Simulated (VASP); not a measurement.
Crystal: F.

```
F
1.0
     2.60087   -1.49171   -0.00665
     2.60087    1.49171   -0.00665
    -2.07940    0.00000    6.77943
F
4
Direct
  0.50540 0.50540 0.40258
  0.08530 0.08530 0.09712
  0.49460 0.49460 0.59742
  0.91470 0.91470 0.90288
```

Base run:

| Item | Value |
| --- | --- |
| Program | VASP 6.6.1 |
| Functional | r2SCAN |
| Potentials or basis | VASP PAW PBE potentials, release 64 (F) |
| Cutoff | 520 eV |
| k mesh | 10 × 10 × 4 |
| Occupations | gaussian, width 0.01 eV |
| Spin | no spin polarisation |

Its results: band gap on the k mesh 3.44 eV, indirect (least direct gap 3.50 eV); pressure 1.6 GPa; largest force 0.553 eV/Å.

Problem. The run is repeated on the same cell with these changes: functional from r2SCAN to PBE. What comes out?

Solution. Band gap on the k mesh 2.61 eV, indirect (least direct gap 2.67 eV); pressure 5.1 GPa; largest force 0.996 eV/Å.

r2SCAN gives the wider gap, since meta-GGAs in the generalised Kohn-Sham scheme recover part of the derivative discontinuity.

Caveats: the PAW data sets were made with another functional, which shifts forces and pressure a little (some runs).

A k mesh can miss the band edges.
